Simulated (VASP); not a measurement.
# CuI (Cmcm) in VASP: further runs, part 2 of 3

VASP 6.6.1. The steps go on from the part before.

## (3) Single point, PBE+D4

This run uses another cell than the first one, of 25.60 Å³/atom, 1.008 times its volume.

INCAR reads:

```
ALGO = Normal
EDIFF = 1E-7
ENCUT = 520
GGA = PE
ISIF = 2
ISMEAR = -1
IVDW = 13
LASPH = T
LCHARG = F
LREAL = F
LWAVE = F
NBANDS = 26
NELM = 60
PREC = Accurate
SIGMA = 0.02
```

KPOINTS reads:

```
k-points
0
Gamma
  6 6 6
```

POSCAR reads:

```
CuI
1.0
    3.3397888956     -3.5115552789      0.0000000000
    3.3397888956      3.5115552789      0.0000000000
    0.0000000000      0.0000000000      4.3653802003
Cu I
2 2
Direct
    0.4130755688      0.5869244312      0.7500000000
    0.5869244312      0.4130755688      0.2500000000
    0.7853773277      0.2146226723      0.7500000000
    0.2146226723      0.7853773277      0.2500000000
```

Potentials or basis: VASP PAW PBE potentials, release 64 (Cu, I).

On the command line:

```console
$ cat potpaw_PBE.64/Cu/POTCAR potpaw_PBE.64/I/POTCAR > POTCAR
$ mpirun -np 1 vasp_std > vasp.out
```

OUTCAR:

```text
EDIFF = 1E-7
   ENCUT = 520
   GGA = PE
   ISIF = 2
   ISMEAR = -1
   IVDW = 13
   LASPH = T
   LREAL = F
   NELM = 60
   PREC = Accurate

 ion  position               nearest neighbor table
   1  0.413  0.587  0.750-   2 2.50   2 2.50   4 2.59   4 2.59   3 2.61
   2  0.587  0.413  0.250-   1 2.50   1 2.50   3 2.59   3 2.59   4 2.61
   3  0.785  0.215  0.750-   2 2.59   2 2.59   1 2.61
   4  0.215  0.785  0.250-   1 2.59   1 2.59   2 2.61

  LATTYP: Found a base centered orthorhombic cell.
 ALAT       =     6.6795777912
 B/A-ratio  =     1.0514303115
 C/A-ratio  =     0.6535413370

  Lattice vectors:

 A1 = (   3.3397888956,  -3.5115552789,   0.0000000000)
 A2 = (   3.3397888956,   3.5115552789,   0.0000000000)
 A3 = (   0.0000000000,   0.0000000000,   4.3653802003)

Analysis of symmetry for initial positions (statically):
=====================================================================
 Subroutine PRICEL returns:
 Original cell was already a primitive cell.

 Routine SETGRP: Setting up the symmetry group for a
 base centered orthorhombic supercell.

 Subroutine GETGRP returns: Found  8 space group operations
 (whereof  4 operations were pure point group operations)
 out of a pool of  8 trial point group operations.

The static configuration has the point symmetry C_2h.
 The point group associated with its full space group is D_2h.

Analysis of symmetry for dynamics (positions and initial velocities):
=====================================================================
 Subroutine PRICEL returns:
 Original cell was already a primitive cell.

 Routine SETGRP: Setting up the symmetry group for a
 base centered orthorhombic supercell.

 Subroutine GETGRP returns: Found  8 space group operations
 (whereof  4 operations were pure point group operations)
 out of a pool of  8 trial point group operations.

The dynamic configuration has the point symmetry C_2h.
 The point group associated with its full space group is D_2h.
[... 120 lines left out ...]
   IALGO  =     38    algorithm
   IMIX   =      4    mixing-type and parameters
     AMIX     =   0.40;   BMIX     =  1.00
     AMIX_MAG =   1.60;   BMIX_MAG =  1.00
  volume/ion in A,a.u.               =      25.60       172.75
  Fermi-wavevector in a.u.,A,eV,Ry     =   1.155453  2.183489 18.164740  1.335071
  Thomas-Fermi vector in A             =   2.292081
   LORBIT       =      0    0 simple, 1 ext, 2 COOP (PROOUT), +10 PAW based schemes
   GGA     = PE    functional components
   LHFCALC =     F    Hartree Fock is set to
   AEXX    =    0.0000 exact exchange contribution
   IVDW    =    13    specifies the selected vdW correction
   LEPSILON=     F    determine dielectric tensor
   LRPA    =     F    only Hartree local field effects (RPA)
 non-spin polarized calculation
  energy-cutoff  :      520.00
  volume of cell :      102.39
 maximum number of plane-waves:      2780
   NGX = 17   NGY = 17   NGZ = 17

 number of electron      35.9999975 magnetization

 Free energy of the ion-electron system (eV)
  ---------------------------------------------------
  ext. energy  EPLUGINS =         0.00000000
  ---------------------------------------------------
  free energy    TOTEN  =       -10.76955436 eV

  energy without entropy =      -10.76955436  energy(sigma->0) =      -10.76955436

 E-fermi :   5.7541     XC(G=0):  -9.4445

 val. band max:        5.3684996175   @ k =   0.0000   0.0000   0.0000
 cond. band min:       6.2489010852   @ k =   0.0000   0.0000   0.0000
 fundamental gap:      0.8804014677
 Fermi energy:         5.7540828688

 k-point     1 :       0.0000    0.0000    0.0000
  band No.  band energies     occupation
      1      -8.8842      2.00000
      2      -7.6823      2.00000
      3      -0.2157      2.00000
      4       0.9900      2.00000
      5       1.0411      2.00000
      6       1.2173      2.00000
[... 685 lines left out ...]
     25      13.2568      0.00000
     26      13.5216      0.00000

 [... further k-points ...]

------------------------ aborting loop because EDIFF is reached ----------------------------------------

  DFT-D4 for vdW energy calculation

  Edisp (eV):   -1.58730

  FORCE on cell =-STRESS in cart. coord.  units (eV):
  Direction    XX          YY          ZZ          XY          YZ          ZX
  --------------------------------------------------------------------------------------
  -------------------------------------------------------------------------------------
  Total       0.01643     0.06776     0.11557     0.00000     0.00000     0.00000
  in kB       0.25709     1.06020     1.80838     0.00000     0.00000     0.00000
  external pressure =        1.04 kB  Pullay stress =        0.00 kB

 VOLUME and BASIS-vectors are now :
 -----------------------------------------------------------------------------
  energy-cutoff  :      520.00
  volume of cell :      102.39
      direct lattice vectors                 reciprocal lattice vectors
     3.339788896 -3.511555279  0.000000000     0.149710061 -0.142387051  0.000000000
     3.339788896  3.511555279  0.000000000     0.149710061  0.142387051  0.000000000
     0.000000000  0.000000000  4.365380200     0.000000000  0.000000000  0.229075122

 POSITION                                       TOTAL-FORCE (eV/Angst)
 -----------------------------------------------------------------------------------
      3.33979      0.61048      3.27404         0.000000      0.011256      0.000000
      3.33979     -0.61048      1.09135         0.000000     -0.011256     -0.000000
      3.33979     -2.00424      3.27404         0.000000     -0.006280     -0.000000
      3.33979      2.00424      1.09135         0.000000      0.006280     -0.000000
 -----------------------------------------------------------------------------------
    total drift:                                0.000000      0.000000      0.000000

  FREE ENERGIE OF THE ION-ELECTRON SYSTEM (eV)
  ---------------------------------------------------
  free  energy   TOTEN  =       -12.3568538347 eV

  energy  without entropy=      -12.3568538347  energy(sigma->0) =      -12.35685383
```

OSZICAR:

```text
N       E                     dE             d eps       ncg     rms          rms(c)
DAV:   1     0.269759958847E+03    0.26976E+03   -0.15010E+04  2704   0.153E+03
DAV:   2     0.147767772062E+02   -0.25498E+03   -0.24289E+03  2716   0.314E+02
DAV:   3    -0.102287301146E+02   -0.25006E+02   -0.24295E+02  3636   0.119E+02
DAV:   4    -0.114126947657E+02   -0.11840E+01   -0.11804E+01  3728   0.232E+01
DAV:   5    -0.114587509369E+02   -0.46056E-01   -0.46051E-01  4294   0.441E+00    0.973E+00
DAV:   6    -0.112277716820E+02    0.23098E+00   -0.10004E+01  3326   0.722E+01    0.641E+00
DAV:   7    -0.107666271337E+02    0.46114E+00   -0.24021E+00  3318   0.454E+01    0.319E+00
DAV:   8    -0.107823449313E+02   -0.15718E-01   -0.24848E-01  4200   0.700E+00    0.103E+00
DAV:   9    -0.107691755108E+02    0.13169E-01   -0.65176E-02  3642   0.642E+00    0.426E-01
DAV:  10    -0.107698193269E+02   -0.64382E-03   -0.42080E-03  4200   0.822E-01    0.285E-01
DAV:  11    -0.107695351357E+02    0.28419E-03   -0.16173E-03  3444   0.106E+00    0.100E-01
DAV:  12    -0.107695511664E+02   -0.16031E-04   -0.25842E-04  3094   0.103E-01    0.224E-02
DAV:  13    -0.107695526822E+02   -0.15158E-05   -0.97547E-06  3992   0.230E-02    0.146E-02
DAV:  14    -0.107695543587E+02   -0.16765E-05   -0.38451E-06  3074   0.149E-02    0.824E-03
DAV:  15    -0.107695543608E+02   -0.20977E-08   -0.70008E-07  3796   0.186E-02
   1 F= -.12356854E+02 E0= -.12356854E+02  d E =-.161977E-10
```

Wall time 41 s (1 thread of Intel Xeon 6975P-C (Granite Rapids), shared host); peak memory 0.27 GiB.

Results:

```
Free energy                : -12.3569 eV
Pressure                   : 0.1 GPa
Largest force              : 0.011 eV/Å
Band gap on the k mesh     : 0.88 eV, direct
Dispersion energy per atom : -0.397 eV
```

Forces on the atoms (eV/Å):
```
Cu   0.000  0.011  0.000
Cu   0.000 -0.011  0.000
I    0.000 -0.006  0.000
I    0.000  0.006  0.000
```

Caveat: spin-orbit coupling is left out, which moves the levels of the heavy elements.

## (4) Single point, PBE

This run uses another cell than the first one, of 27.21 Å³/atom, 1.072 times its volume.

INCAR reads:

```
SYSTEM = CuI
PREC = Accurate
ENCUT = 520
EDIFF = 1E-6
ISMEAR = -1
SIGMA = 0.02
LREAL = .FALSE.
LASPH = .TRUE.
NELM = 100
ALGO = Normal
ISIF = 2
LWAVE = .FALSE.
LCHARG = .TRUE.
GGA = PE
LELF = .TRUE.
LVHAR = .TRUE.
NBANDS = 26
```

KPOINTS reads:

```
Automatic mesh
0
G
  6 6 6
  0 0 0
```

POSCAR reads:

```
CuI
1.0
    3.5037460169     -3.5931533413      0.0000000000
    3.5037460169      3.5931533413      0.0000000000
    0.0000000000      0.0000000000      4.3220096347
Cu I
2 2
Direct
    0.4168025267      0.5831974733      0.7500000000
    0.5831974733      0.4168025267      0.2500000000
    0.7779467443      0.2220532557      0.7500000000
    0.2220532557      0.7779467443      0.2500000000
```

Potentials or basis: VASP PAW PBE potentials, release 64 (Cu, I).

On the command line:

```console
$ cat potpaw_PBE.64/Cu/POTCAR potpaw_PBE.64/I/POTCAR > POTCAR
$ mpirun -np 1 vasp_std > vasp.out
```

OUTCAR:

```text
SYSTEM = CuI
   PREC = Accurate
   ENCUT = 520
   EDIFF = 1E-6
   ISMEAR = -1
   LREAL = .FALSE.
   LASPH = .TRUE.
   NELM = 100
   ISIF = 2
   GGA = PE

 ion  position               nearest neighbor table
   1  0.417  0.583  0.750-   2 2.47   2 2.47   4 2.57   4 2.57   3 2.60
   2  0.583  0.417  0.250-   1 2.47   1 2.47   3 2.57   3 2.57   4 2.60
   3  0.778  0.222  0.750-   2 2.57   2 2.57   1 2.60
   4  0.222  0.778  0.250-   1 2.57   1 2.57   2 2.60

  LATTYP: Found a base centered orthorhombic cell.
 ALAT       =     7.0074920338
 B/A-ratio  =     1.0255176385
 C/A-ratio  =     0.6167698249

  Lattice vectors:

 A1 = (   3.5037460169,  -3.5931533413,   0.0000000000)
 A2 = (   3.5037460169,   3.5931533413,   0.0000000000)
 A3 = (   0.0000000000,   0.0000000000,   4.3220096347)

Analysis of symmetry for initial positions (statically):
=====================================================================
 Subroutine PRICEL returns:
 Original cell was already a primitive cell.

 Routine SETGRP: Setting up the symmetry group for a
 base centered orthorhombic supercell.

 Subroutine GETGRP returns: Found  8 space group operations
 (whereof  4 operations were pure point group operations)
 out of a pool of  8 trial point group operations.

The static configuration has the point symmetry C_2h.
 The point group associated with its full space group is D_2h.

Analysis of symmetry for dynamics (positions and initial velocities):
=====================================================================
 Subroutine PRICEL returns:
 Original cell was already a primitive cell.

 Routine SETGRP: Setting up the symmetry group for a
 base centered orthorhombic supercell.

 Subroutine GETGRP returns: Found  8 space group operations
[... 123 lines left out ...]
   ISMEAR =    -1;   SIGMA  =   0.02  broadening in eV -4-tet -1-fermi 0-gaus
   EFERMI_NEDOS =   21; number of points for ismear=-14 and -15
   IALGO  =     38    algorithm
   IMIX   =      4    mixing-type and parameters
     AMIX     =   0.40;   BMIX     =  1.00
     AMIX_MAG =   1.60;   BMIX_MAG =  1.00
  volume/ion in A,a.u.               =      27.21       183.59
  Fermi-wavevector in a.u.,A,eV,Ry     =   1.132229  2.139603 17.441889  1.281943
  Thomas-Fermi vector in A             =   2.268930
   LORBIT       =      0    0 simple, 1 ext, 2 COOP (PROOUT), +10 PAW based schemes
   GGA     = PE    functional components
   LHFCALC =     F    Hartree Fock is set to
   AEXX    =    0.0000 exact exchange contribution
   IVDW    =     0    specifies the selected vdW correction
   LEPSILON=     F    determine dielectric tensor
   LRPA    =     F    only Hartree local field effects (RPA)
 non-spin polarized calculation
  energy-cutoff  :      520.00
  volume of cell :      108.82
 maximum number of plane-waves:      2952
 NGX is ok and might be reduce to    40
   NGX = 19   NGY = 19   NGZ = 17

 number of electron      35.9999992 magnetization

 Free energy of the ion-electron system (eV)
  ---------------------------------------------------
  ext. energy  EPLUGINS =         0.00000000
  ---------------------------------------------------
  free energy    TOTEN  =       -10.84694217 eV

  energy without entropy =      -10.84694217  energy(sigma->0) =      -10.84694217

 E-fermi :   5.1607     XC(G=0):  -9.0936

 val. band max:        4.7477701991   @ k =   0.0000   0.0000   0.0000
 cond. band min:       5.7091552831   @ k =   0.0000   0.0000   0.0000
 fundamental gap:      0.9613850840
 Fermi energy:         5.1607408488

 k-point     1 :       0.0000    0.0000    0.0000
  band No.  band energies     occupation
      1      -9.3459      2.00000
      2      -8.3645      2.00000
      3      -0.8781      2.00000
      4       0.5071      2.00000
      5       0.5285      2.00000
      6       0.6339      2.00000
[... 685 lines left out ...]
     25      12.2194      0.00000
     26      12.7706      0.00000

 [... further k-points ...]

------------------------ aborting loop because EDIFF is reached ----------------------------------------

  FORCE on cell =-STRESS in cart. coord.  units (eV):
  Direction    XX          YY          ZZ          XY          YZ          ZX
  --------------------------------------------------------------------------------------
  -------------------------------------------------------------------------------------
  Total        1.2158057      1.7554984      1.7944169      0.0000000     -0.0000000      0.0000000
  in kB       17.8999018     25.8456177     26.4186024      0.0000000     -0.0000000      0.0000000
  external PRESSURE =      23.3880407 kB  Pullay stress =       0.0000000 kB

 VOLUME and BASIS-vectors are now :
 -----------------------------------------------------------------------------
  energy-cutoff  :      520.00
  volume of cell :      108.82
      direct lattice vectors                 reciprocal lattice vectors
     3.503746017 -3.593153341  0.000000000     0.142704408 -0.139153538  0.000000000
     3.503746017  3.593153341  0.000000000     0.142704408  0.139153538  0.000000000
     0.000000000  0.000000000  4.322009635     0.000000000  0.000000000  0.231373848

 POSITION                                       TOTAL-FORCE (eV/Angst)
 -----------------------------------------------------------------------------------
      3.50375      0.59788      3.24151         0.000000      0.082524      0.000000
      3.50375     -0.59788      1.08050         0.000000     -0.082524     -0.000000
      3.50375     -1.99741      3.24151         0.000000     -0.158732     -0.000000
      3.50375      1.99741      1.08050         0.000000      0.158732     -0.000000
 -----------------------------------------------------------------------------------
    total drift:                               -0.000000      0.000000      0.000000

  FREE ENERGIE OF THE ION-ELECTRON SYSTEM (eV)
  ---------------------------------------------------
  free  energy   TOTEN  =       -10.8469421739 eV

  energy  without entropy=      -10.8469421739  energy(sigma->0) =      -10.84694217
```

OSZICAR:

```text
N       E                     dE             d eps       ncg     rms          rms(c)
DAV:   1     0.271855503524E+03    0.27186E+03   -0.14935E+04  2704   0.150E+03
DAV:   2     0.153038340407E+02   -0.25655E+03   -0.24445E+03  2710   0.313E+02
DAV:   3    -0.102408786015E+02   -0.25545E+02   -0.24944E+02  3606   0.119E+02
DAV:   4    -0.114970979243E+02   -0.12562E+01   -0.12521E+01  3638   0.239E+01
DAV:   5    -0.115496315921E+02   -0.52534E-01   -0.52525E-01  4254   0.474E+00    0.953E+00
DAV:   6    -0.113048947304E+02    0.24474E+00   -0.10275E+01  3392   0.731E+01    0.625E+00
DAV:   7    -0.108438811734E+02    0.46101E+00   -0.24264E+00  3348   0.459E+01    0.316E+00
DAV:   8    -0.108606842454E+02   -0.16803E-01   -0.26868E-01  4246   0.745E+00    0.103E+00
DAV:   9    -0.108464303350E+02    0.14254E-01   -0.75157E-02  3610   0.696E+00    0.404E-01
DAV:  10    -0.108471462493E+02   -0.71591E-03   -0.49995E-03  4200   0.941E-01    0.273E-01
DAV:  11    -0.108469189352E+02    0.22731E-03   -0.15622E-03  3514   0.102E+00    0.117E-01
DAV:  12    -0.108469382499E+02   -0.19315E-04   -0.26215E-04  3662   0.124E-01    0.221E-02
DAV:  13    -0.108469404235E+02   -0.21736E-05   -0.10954E-05  4172   0.502E-02    0.126E-02
DAV:  14    -0.108469421973E+02   -0.17738E-05   -0.48787E-06  3028   0.157E-02    0.101E-02
DAV:  15    -0.108469421739E+02    0.23423E-07   -0.54000E-07  1812   0.203E-02
   1 F= -.10846942E+02 E0= -.10846942E+02  d E =-.451769E-11
```

Run time: 50 s. Hardware: 1 thread of Intel Xeon 6975P-C (Granite Rapids), shared host; peak memory 0.29 GiB.

Results:

```yaml
Free_energy: -10.8469 eV
Pressure: 2.3 GPa
Largest_force: 0.159 eV/Å
Band_gap_on_the_k_mesh: 0.96 eV, direct
```

Forces in eV/Å, atoms in the order of the input:
```
Cu   0.000  0.083  0.000
Cu   0.000 -0.083  0.000
I    0.000 -0.159  0.000
I    0.000  0.159  0.000
```

Levels at points of the mesh, in eV from the valence-band top:
```csv
k point,band 14,band 15,band 16,band 17,band 18,band 19,band 20,band 21,band 22,band 23
"(0.00, 0.00, 0.00)",-1.90,-1.73,-1.55,-0.99,0.00,0.96,1.56,2.18,4.64,5.03
"(0.50, 0.00, 0.00)",-1.93,-1.87,-1.40,-1.38,-0.54,2.57,3.06,3.70,3.70,5.48
"(0.50, 0.50, 0.00)",-2.04,-1.86,-1.12,-0.80,-0.29,1.47,2.69,3.89,5.00,5.88
"(0.00, 0.00, 0.50)",-2.02,-1.90,-1.90,-1.70,-1.70,3.73,3.73,3.83,3.83,6.03
"(0.50, 0.00, 0.50)",-2.05,-1.91,-1.91,-1.30,-1.30,2.05,2.05,3.43,3.43,7.68
"(0.50, 0.50, 0.50)",-2.10,-1.88,-1.88,-1.70,-1.70,4.12,4.12,5.00,5.00,6.98
```

Caveat: spin-orbit coupling is left out, which moves the levels of the heavy elements. A k mesh can miss the band edges.

## (5) Single point, LDA

This run uses another cell than the first one, of 27.21 Å³/atom, 1.072 times its volume.

INCAR reads:

```
SYSTEM = CuI
  PREC = Accurate
  ENCUT = 520
  EDIFF = 1E-7
  ISMEAR = 0
  SIGMA = 0.01
  LREAL = .FALSE.
  LASPH = .TRUE.
  NELM = 100
  ALGO = Normal
  ISIF = 2
  LWAVE = .FALSE.
  LCHARG = .FALSE.
  NBANDS = 26
```

KPOINTS is that of step 4.

POSCAR is that of step 4.

Potentials or basis: VASP PAW LDA potentials, release 64 (Cu, I).

On the command line:

```console
$ cat potpaw_LDA.64/Cu/POTCAR potpaw_LDA.64/I/POTCAR > POTCAR
$ mpirun -np 1 vasp_std > vasp.out
```

It took 55 s on 1 thread of Intel Xeon 6975P-C (Granite Rapids), shared host; peak memory 0.26 GiB.

It converged, with:

```yaml
Free_energy: -13.5818 eV
Pressure: -2.6 GPa
Largest_force: 0.318 eV/Å
Band_gap_on_the_k_mesh: 0.83 eV, direct
```

Forces in eV/Å, atoms in the order of the input:
```
Cu   0.000 -0.051  0.000
Cu   0.000  0.051  0.000
I    0.000  0.318  0.000
I    0.000 -0.318  0.000
```

Stress tensor (GPa, compression positive):
```
-0.97  0.00  0.00
 0.00 -3.17  0.00
 0.00  0.00 -3.79
```

Levels at points of the mesh, in eV from the valence-band top:
| k point | band 15 | band 16 | band 17 | band 18 | band 19 | band 20 | band 21 | band 22 |
| --- | --- | --- | --- | --- | --- | --- | --- | --- |
| (0.00, 0.00, 0.00) | -1.64 | -1.58 | -1.00 | 0.00 | 0.83 | 1.48 | 2.12 | 4.61 |
| (0.50, 0.00, 0.00) | -1.93 | -1.45 | -1.39 | -0.56 | 2.49 | 3.00 | 3.63 | 3.65 |
| (0.50, 0.50, 0.00) | -1.92 | -1.06 | -0.80 | -0.30 | 1.38 | 2.59 | 3.86 | 4.99 |
| (0.00, 0.00, 0.50) | -1.97 | -1.97 | -1.69 | -1.69 | 3.68 | 3.68 | 3.76 | 3.76 |
| (0.50, 0.00, 0.50) | -1.98 | -1.98 | -1.29 | -1.29 | 1.96 | 1.96 | 3.38 | 3.38 |
| (0.50, 0.50, 0.50) | -1.94 | -1.94 | -1.73 | -1.73 | 4.09 | 4.09 | 4.95 | 4.95 |

Caveat: spin-orbit coupling is left out, which moves the levels of the heavy elements. A k mesh can miss the band edges.

(Part 2 of 3 ends here.)
